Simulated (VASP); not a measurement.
# Bi in VASP: settings compared, part 2 of 2

VASP 6.6.1. The steps go on from the part before.

### Step 5. Single point, HSE06

POSCAR

```
Bi
1.0
    4.3148968867      0.0000000000      0.0000000000
   -2.1574484433      3.7368103186      0.0000000000
    0.0000000000      0.0000000000     27.0530695984
Bi
2
Direct
    0.3333333333      0.6666666667      0.3127438498
    0.6666666667      0.3333333333      0.3757744986
```

INCAR.step1

```
PREC = Accurate
ENCUT = 520
EDIFF = 1E-5
ISMEAR = 0
SIGMA = 0.01
LREAL = False
LASPH = True
NELM = 80
ALGO = Normal
ISIF = 2
LWAVE = True
LCHARG = False
LDIPOL = True
IDIPOL = 3
DIPOL = 0.5 0.5 0.344
NBANDS = 22
GGA = PE
LUSENCCL = False
```

INCAR.step2

```
PREC = Accurate
ENCUT = 520
EDIFF = 1E-6
ISMEAR = 0
SIGMA = 0.01
LREAL = False
LASPH = True
NELM = 80
ALGO = Normal
ISIF = 2
LWAVE = False
LCHARG = False
LDIPOL = True
IDIPOL = 3
DIPOL = 0.5 0.5 0.344
GGA = PE
LHFCALC = True
HFSCREEN = 0.2079
PRECFOCK = Normal
NBANDS = 22
ISTART = 1
LUSENCCL = False
```

KPOINTS

```
regular mesh
0
Gamma
  6 6 1
```

Potentials or basis: VASP PAW PBE potentials, release 64 (Bi_d).

The run is started by

```console
cat potpaw_PBE.64/Bi_d/POTCAR > POTCAR
cp INCAR.step1 INCAR
mpirun -np 1 vasp_std > vasp.out
cp INCAR.step2 INCAR
mpirun -np 1 vasp_std > vasp.out
```

OUTCAR:

```text
PREC = Accurate
   ENCUT = 520
   EDIFF = 1E-6
   ISMEAR = 0
   LREAL = False
   LASPH = True
   NELM = 80
   ISIF = 2
   GGA = PE
   LHFCALC = True
   HFSCREEN = 0.2079
   PRECFOCK = Normal
   ISTART = 1

 ion  position               nearest neighbor table
   1  0.333  0.667  0.313-   2 3.02   2 3.02   2 3.02
   2  0.667  0.333  0.376-   1 3.02   1 3.02   1 3.02

  LATTYP: Found a hexagonal cell.
 ALAT       =     4.3148968867
 C/A-ratio  =     6.2696908660

  Lattice vectors:

 A1 = (   4.3148968867,   0.0000000000,   0.0000000000)
 A2 = (  -2.1574484433,   3.7368103186,   0.0000000000)
 A3 = (   0.0000000000,   0.0000000000,  27.0530695984)

Analysis of symmetry for initial positions (statically):
=====================================================================
 Subroutine PRICEL returns:
 Original cell was already a primitive cell.

 Routine SETGRP: Setting up the symmetry group for a
 hexagonal supercell.

 Subroutine GETGRP returns: Found 12 space group operations
 (whereof  6 operations were pure point group operations)
 out of a pool of 24 trial point group operations.

The static configuration has the point symmetry C_3v.
 The point group associated with its full space group is D_3d.

Analysis of symmetry for dynamics (positions and initial velocities):
=====================================================================
 Subroutine PRICEL returns:
 Original cell was already a primitive cell.

 Routine SETGRP: Setting up the symmetry group for a
 hexagonal supercell.

 Subroutine GETGRP returns: Found 12 space group operations
 (whereof  6 operations were pure point group operations)
 out of a pool of 24 trial point group operations.

The dynamic configuration has the point symmetry C_3v.
 The point group associated with its full space group is D_3d.

 Subroutine INISYM returns: Found 12 space group operations
 (whereof  6 operations are pure point group operations),
 and found     1 'primitive' translations

----------------------------------------------------------------------------------------

                                     Primitive cell

  volume of cell :     436.2024

  direct lattice vectors                    reciprocal lattice vectors
     4.314896887  0.000000000  0.000000000     0.231755248  0.133803955 -0.000000000
    -2.157448443  3.736810319  0.000000000     0.000000000  0.267607910  0.000000000
     0.000000000  0.000000000 27.053069598     0.000000000 -0.000000000  0.036964382

  length of vectors
     4.314896887  4.314896887 27.053069598     0.267607910  0.267607910  0.036964382

  position of ions in fractional coordinates (direct lattice)
     0.333333333  0.666666667  0.312743850
     0.666666667  0.333333333  0.375774499

  ion indices of the primitive-cell ions
   primitive index   ion index
                 1           1
                 2           2

----------------------------------------------------------------------------------------

 KPOINTS: regular mesh

Automatic generation of k-mesh.
 Grid dimensions read from file:
 generate k-points for:    6    6    1

[... 26 lines left out ...]
  0.333333  0.333333  0.000000      2.000000
   k-points           NKPTS =      7   k-points in BZ     NKDIM =     36   number of bands    NBANDS=     22
   number of dos      NEDOS =    301   number of ions     NIONS =      2
   total plane-waves  NPLWV = 215040
   dimension x,y,z NGX =    32 NGY =   32 NGZ =  210
   dimension x,y,z NGXF=    64 NGYF=   64 NGZF=  420
   ions per type =               2
   NGX,Y,Z   is equivalent  to a cutoff of  12.33, 12.33, 12.90 a.u.
   NGXF,Y,Z  is equivalent  to a cutoff of  24.66, 24.66, 25.81 a.u.
 SYSTEM =  unknown system
   PREC   = accura    normal or accurate (medium, high low for compatibility)
   ISTART =      1    job   : 0-new  1-cont  2-samecut
   ICHARG =      0    charge: 1-file 2-atom 10-const
   ISPIN  =      1    spin polarized calculation?
   LNONCOLLINEAR =      F non collinear calculations
   LSORBIT =      F    spin-orbit coupling
   LASPH  =      T    aspherical Exc in radial PAW
   ENCUT  =  520.0 eV  38.22 Ry    6.18 a.u.   8.02  8.02 50.30*2*pi/ulx,y,z
   NELM   =     80;   NELMIN=  2; NELMDL=  0     # of ELM steps
   EDIFF  = 0.1E-05   stopping-criterion for ELM
   LREAL  =      F    real-space projection
   EDIFFG = 0.1E-04   stopping-criterion for IOM
   NSW    =      0    number of steps for IOM
   IBRION =     -1    ionic relax: 0-MD 1-quasi-New 2-CG
   NFREE  =      0    steps in history (QN), initial steepest desc. (CG)
   ISIF   =      2    stress and relaxation
   ISYM   =      3    0-nonsym 1-usesym 2-fastsym
   POTIM  = 0.5000    time-step for ionic-motion
   TEBEG  =    0.0;   TEEND  =   0.0 temperature during run
   PSTRESS=    0.0 pullay stress
   NELECT =      30.0000    total number of electrons
   NUPDOWN=      -1.0000    fix difference up-down
   EMIN   =  10.00;   EMAX   =-10.00  energy-range for DOS
   EFERMI =   0.00;   METHOD = LEGACY
   ISMEAR =     0;   SIGMA  =   0.01  broadening in eV -4-tet -1-fermi 0-gaus
   EFERMI_NEDOS =   21; number of points for ismear=-14 and -15
   IALGO  =     38    algorithm
   IMIX   =      1    mixing-type and parameters
     AMIX     =   0.40;   BMIX     =  1.00
     AMIX_MAG =   1.60;   BMIX_MAG =  1.00
  volume/ion in A,a.u.               =     218.10      1471.82
  Fermi-wavevector in a.u.,A,eV,Ry     =   0.670737  1.267510  6.121108  0.449889
  Thomas-Fermi vector in A             =   1.746346
   LORBIT       =      0    0 simple, 1 ext, 2 COOP (PROOUT), +10 PAW based schemes
   GGA     = PE    functional components
   LHFCALC =     T    Hartree Fock is set to
   PRECFOCK=normal    Normal, Fast or Accurate (Low or Medium for compatibility)
   ENCUT4O =  -1.0   cutoff for four orbital integrals eV
   NKREDX  =     1    reduce k-point grid by
   NKREDY  =     1    reduce k-point grid by
   NKREDZ  =     1    reduce k-point grid by
   AEXX    =    0.2500 exact exchange contribution
   HFSCREEN=    0.2079 screening length (either q_TF or 0.3 A-1)
   HFSCREENC=   0.2079 screening length for correlation (either q_TF or 0.3 A-1)
   ENCUTFOCK=  -1.0 apply spherical cutoff to Coloumb kernel
   IVDW    =     0    specifies the selected vdW correction
   LEPSILON=     F    determine dielectric tensor
   LRPA    =     F    only Hartree local field effects (RPA)
 non-spin polarized calculation
 Gauss-broadening in eV      SIGMA  =   0.01
  energy-cutoff  :      520.00
  volume of cell :      436.20
 maximum number of plane-waves:     11780
  NGX = 28; NGY = 28; NGZ =160

 number of electron      30.0000005 magnetization

 dipolmoment           0.000000      0.000000     -0.000017 electrons x Angstroem

 Free energy of the ion-electron system (eV)
  ---------------------------------------------------
  ext. energy  EPLUGINS =         0.00000000
  ---------------------------------------------------
  free energy    TOTEN  =        -8.95161938 eV

  energy without entropy =       -8.95161938  energy(sigma->0) =       -8.95161938

 E-fermi :  -2.7551     XC(G=0):  -1.8336

 val. band max:       -2.8058172254   @ k =   0.0000   0.0000   0.0000
 cond. band min:      -1.8005264754   @ k =   0.0000   0.0000   0.0000
 fundamental gap:      1.0052907500
 Fermi energy:        -2.7551248842

 k-point     1 :       0.0000    0.0000    0.0000
  band No.  band energies     occupation
      1     -27.3481      2.00000
      2     -27.3481      2.00000
      3     -27.2045      2.00000
      4     -27.2045      2.00000
      5     -27.1765      2.00000
      6     -27.0006      2.00000
[... 164 lines left out ...]
     21       4.3256      0.00000
     22       4.7646      0.00000

------------------------ aborting loop because EDIFF is reached ----------------------------------------

 vacuum level on the upper side and lower side of the slab       (xc-potential included)        -0.122        -0.122

  FORCE on cell =-STRESS in cart. coord.  units (eV):
  Direction    XX          YY          ZZ          XY          YZ          ZX
  --------------------------------------------------------------------------------------
  -------------------------------------------------------------------------------------
  Total       -0.2317251     -0.2317251     -0.1695101     -0.0000000     -0.0000000      0.0000000
  in kB       -0.8511296     -0.8511296     -0.6226131     -0.0000000     -0.0000000      0.0000000
  external PRESSURE =      -0.7749575 kB  Pullay stress =       0.0000000 kB

 VOLUME and BASIS-vectors are now :
 -----------------------------------------------------------------------------
  energy-cutoff  :      520.00
  volume of cell :      436.20
      direct lattice vectors                 reciprocal lattice vectors
     4.314896887  0.000000000  0.000000000     0.231755248  0.133803955 -0.000000000
    -2.157448443  3.736810319  0.000000000     0.000000000  0.267607910  0.000000000
     0.000000000  0.000000000 27.053069598     0.000000000 -0.000000000  0.036964382

 POSITION                                       TOTAL-FORCE (eV/Angst)
 -----------------------------------------------------------------------------------
     -0.00000      2.49121      8.46068         0.000000     -0.000000      0.079452
      2.15745      1.24560     10.16585        -0.000000      0.000000     -0.079452
 -----------------------------------------------------------------------------------
    total drift:                               -0.000000     -0.000002     -0.000228

  FREE ENERGIE OF THE ION-ELECTRON SYSTEM (eV)
  ---------------------------------------------------
  free  energy   TOTEN  =        -8.9516193841 eV

  energy  without entropy=       -8.9516193841  energy(sigma->0) =       -8.95161938

 vacuum level on the upper side and lower side of the slab         1.545         1.545
```

Run time: 6.6 min. Hardware: 1 × NVIDIA H100 80GB with 1 thread of Intel Xeon Platinum 8481C at 2.70GHz (Sapphire Rapids), shared host; peak memory 1.4 GiB.

What came out:

```yaml
Free_energy: -8.9516 eV
Largest_force: 0.079 eV/Å
Band_gap_on_the_k_mesh: 1.01 eV, direct
```

Forces in eV/Å, atoms in the order of the input:
```
Bi   0.000  0.000  0.079
Bi   0.000  0.000 -0.079
```

Levels at points of the mesh, in eV from the valence-band top:
| k point | band 13 | band 14 | band 15 | band 16 | band 17 | band 18 |
| --- | --- | --- | --- | --- | --- | --- |
| (0.00, 0.00, 0.00) | -0.78 | 0.00 | 0.00 | 1.01 | 3.16 | 3.16 |
| (0.50, 0.00, 0.00) | -3.40 | -1.79 | -1.61 | 1.84 | 2.75 | 3.92 |

Caveat: the PAW data sets were made with another functional, which shifts forces and pressure a little; spin-orbit coupling is left out, which moves the levels of the heavy elements.

### Step 6. Single point, PBE, non-collinear spin, zero start, spin-orbit coupling

INCAR

```
PREC = Accurate
ENCUT = 520
EDIFF = 1E-7
ISMEAR = -1
SIGMA = 0.02
LREAL = False
LASPH = True
NELM = 150
ALGO = Normal
ISIF = 2
LWAVE = False
LCHARG = False
MAGMOM = 0 0 0 0 0 0
LORBIT = 11
LSORBIT = True
GGA_COMPAT = False
LORBMOM = True
LDIPOL = True
IDIPOL = 3
DIPOL = 0.5 0.5 0.344
GGA = PE
NBANDS = 42
```

KPOINTS is that of step 5.

POSCAR is that of step 5.

Potentials or basis: VASP PAW PBE potentials, release 64 (Bi_d).

The run is started by

```console
cat potpaw_PBE.64/Bi_d/POTCAR > POTCAR
mpirun -np 1 vasp_ncl > vasp.out
```

Wall time 12 min (1 thread of Intel Xeon Platinum 8259CL at 2.50GHz (Skylake/Cascade Lake), shared host); peak memory 1.3 GiB.

Results (log left out):

```yaml
Free_energy: -9.1298 eV
Largest_force: 0.390 eV/Å
Net_moment: 0.00 μB per cell
Valence_electrons_inside_the_program's_atomic_spheres: Bi 12.82
```

Forces on the atoms (eV/Å):
```
Bi   0.000  0.000 -0.390
Bi   0.000  0.000  0.390
```

Moments on the atoms (μB; x, y, z):
```
Bi  0.00 0.00 0.00
Bi  0.00 0.00 0.00
```

### Step 7. Summary

| level | spin | smearing | grid for exact exchange (PRECFOCK) | screening parameter | gap on the mesh (eV) | largest force (eV/Å) |
| --- | --- | --- | --- | --- | --- | --- |
| PBE | off | gaussian 0.01 eV | - | - | 0.58 | 0.24 |
| r2SCAN | off | gaussian 0.01 eV | - | - | 0.86 | 0.02 |
| HSE06 | off | gaussian 0.01 eV | Normal | 0.2079 1/Å | 1.01 | 0.08 |
| PBE | non-collinear, zero start, SOC | fermi-dirac 0.02 eV | - | - | - | 0.39 |

Alike in all rows: task single point; potentials or basis VASP PAW PBE potentials, release 64 (Bi_d); cell as given; k mesh 6 × 6 × 1; cutoff (eV) 520.

On the cell as given the gap runs from 0.58 eV (PBE) to 1.01 eV (HSE06).

Caveats: spin-orbit coupling is left out, which moves the levels of the heavy elements (some runs); the PAW data sets were made with another functional, which shifts forces and pressure a little (some runs).

Total energies depend on the potentials used, so only differences within one code and one set of settings carry meaning.
